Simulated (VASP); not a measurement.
Set up this calculation in VASP 6.6.1, as the native input.

```yaml
Task: single point
Functional: PBE
Potentials_or_basis: VASP PAW PBE potentials, release 64 (Hg)
Cutoff: 520 eV
k_mesh: 12 × 12 × 12
Occupations: fermi-dirac, width 0.08 eV
Spin: no spin polarisation
Dipole_correction: no
Further_INCAR_settings: ALGO = Normal; EDIFF = 1e-06; NBANDS = 12
```

The structure of Hg lies in POSCAR:

```
Hg
1.0
    2.9712653094      0.0000000000      0.0000000000
    0.0000000000      2.9712653094      0.0000000000
    0.0000000000      0.0000000000      2.9712653094
Hg
1
Direct
    0.0000000000      0.0000000000      0.0000000000
```

These files were run (other wordings do the same):

INCAR

```
SYSTEM = Hg
PREC = Accurate
ENCUT = 520
EDIFF = 1E-6
ISMEAR = -1
SIGMA = 0.08
LREAL = .False.
LASPH = .True.
NELM = 80
ALGO = Normal
ISIF = 2
LWAVE = .False.
LCHARG = .True.
GGA = PE
LELF = .True.
LVHAR = .True.
NBANDS = 12
```

KPOINTS

```
Automatic mesh
0
Gamma
  12 12 12
  0 0 0
```

Potentials or basis: VASP PAW PBE potentials, release 64 (Hg).

Launch:

```bash
$ cat potpaw_PBE.64/Hg/POTCAR > POTCAR
$ mpirun -np 1 vasp_std > vasp.out
```

Results of the run:

| Item | Value |
| --- | --- |
| Pressure | 3.7 GPa |
| Band gap on the k mesh | zero (bands 6 and 7 overlap by 6.67 eV) |

Caveat: the cell stands under pressure; spin-orbit coupling is left out, which moves the levels of the heavy elements.

It took 30 s on 1 thread of Intel Xeon 8259CL, on a shared host, peak memory 0.15 GiB.
